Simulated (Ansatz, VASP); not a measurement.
# Two plane-wave programs on SnO2

File INCAR:

```
SYSTEM = SnO2
ALGO = Normal
EDIFF = 1E-6
ENCUT = 520
GGA = PE
GGA_COMPAT = .False.
ISIF = 2
ISMEAR = -1
LASPH = .True.
LCHARG = .False.
LORBIT = 11
LORBMOM = .True.
LREAL = .False.
LSORBIT = .True.
LWAVE = .False.
MAGMOM = 0 0 0 0 0 0 0 0 0 0 0 0 0 0 0 0 0 0
NBANDS = 68
NELM = 150
PREC = Accurate
SIGMA = 0.05
```

The input KPOINTS:

```
k-points
0
Gamma
  7 7 7
  0 0 0
```

The input POSCAR:

```
SnO2
1.0
   -2.0000686112      2.0000686112      5.1236788559
    2.0000686112     -2.0000686112      5.1236788559
    2.0000686112      2.0000686112     -5.1236788559
Sn O
2 4
Direct
    0.0000000000      0.0000000000      0.0000000000
    0.7500000000      0.2500000000      0.5000000000
    0.5465225900      0.0465225900      0.5000000000
    0.2034774100      0.2034774100      0.0000000000
    0.9534774100      0.4534774100      0.5000000000
    0.7965225900      0.7965225900      0.0000000000
```

The input input.yaml:

```yaml
crystal:
  lattice:
    - [-2.0000686112, 2.0000686112, 5.1236788559]
    - [2.0000686112, -2.0000686112, 5.1236788559]
    - [2.0000686112, 2.0000686112, -5.1236788559]
  atoms:
    - { symbol: Sn, position: [0.0, 0.0, 0.0] }
    - { symbol: Sn, position: [0.75, 0.25, 0.5] }
    - { symbol: O, position: [0.54652259, 0.04652259, 0.5] }
    - { symbol: O, position: [0.20347741, 0.20347741, 0.0] }
    - { symbol: O, position: [0.95347741, 0.45347741, 0.5] }
    - { symbol: O, position: [0.79652259, 0.79652259, 0.0] }
hamiltonian:
  xc: pbe
  pseudopotentials: { kind: paw_fr }
magnetization:
  noncollinear: true
  spin_orbit: true
kpoints:
  mp_grid: { grid: [7, 7, 7] }
  band_path:
    path:
      - [[0.0, 0.0, 0.0], [-0.5, 0.5, 0.0], [-0.5, 0.5, -0.0761896521], [-0.2880948261, 0.2880948261, -0.2880948261], [0.0, 0.0, 0.0], [0.5, 0.5, -0.5], [0.2880948261, 0.7119051739, -0.7119051739], [0.0, 0.5, -0.5], [-0.25, 0.75, -0.25], [0.0761896521, 0.9238103479, -0.5], [0.5, 0.5, -0.5]]
      - [[-0.5, 0.5, 0.0], [-0.25, 0.75, -0.25]]
    npoints: 14
scf:
  occupations: { method: fermi_dirac, width: 0.05 }
  n_extra_bands: 15
output:
  forces: true
  stress: true
  eigenvalues: true
  fatbands: false
```

Alike in both runs: functional PBE; k mesh 7 × 7 × 7; occupations fermi-dirac, width 0.05 eV; non-collinear spin, spin-orbit coupling.

```csv
,VASP,Ansatz
version,VASP 6.6.1,Ansatz 0.2.0
potentials or method,"VASP PAW PBE potentials, release 64 (Sn_d, O)",Ansatz PAW
plane-wave cutoff (eV),520,420
valence electrons in the cell,52,52
task,single point,band structure
```

Ansatz gave:

* pressure (GPa): 5.8
* traceless stress, the component that is largest in VASP (GPa): -0.33
* rms of the force components (eV/Å): 0.018

**Question.** What did VASP give for the same quantities?

**Answer.** Pressure (GPa): 6.4; traceless stress, the component that is largest in VASP (GPa): -0.18; rms of the force components (eV/Å): 0.030.

Atom by atom the forces differ by 0.012 eV/Å (rms over components). With one functional, cell and mesh, what is left measures potentials, basis and numerics.
